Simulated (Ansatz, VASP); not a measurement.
Al3Rh2: VASP beside Ansatz

```xyz
5
Lattice="4.1775 0.0000 0.0000 -2.0888 3.6178 0.0000 0.0000 0.0000 7.8224" Properties=species:S:1:pos:R:3 pbc="T T T"
Al    0.0000    0.0000    1.3277
Al    0.0000    0.0000    6.4947
Al    0.0000    0.0000    3.9112
Rh    0.0000    2.4119    0.0000
Rh    2.0888    1.2059    0.0000
```

Alike in both runs: functional PBE; k mesh 12 × 12 × 6; occupations gaussian, width 0.1 eV; no spin polarisation.

Ansatz relaxed the structure, and its values are those at the end. VASP's run is a single point on that final structure, the one shown.

|  | VASP | Ansatz |
| --- | --- | --- |
| version | VASP 6.6.1 | Ansatz 0.2.0 |
| potentials or method | VASP PAW PBE potentials, release 64 (Al, Rh_pv), cutoff 520 eV | scalar-relativistic, plane waves, PAW |
| valence electrons in the cell | 39 | 43 |

```tsv
	VASP	Ansatz	Ansatz less VASP
gap on the k mesh at the Fermi level (eV)	none	none	-
pressure (GPa)	0.0	0.0	+0.03
```

A gap of «none» marks a metal or a gap that the smearing closes. With one functional, cell and mesh, what is left measures potentials, basis and numerics. VASP's potentials hold 39 valence electrons a cell and Ansatz's 43, so a difference there can come from the potentials and not from the codes.
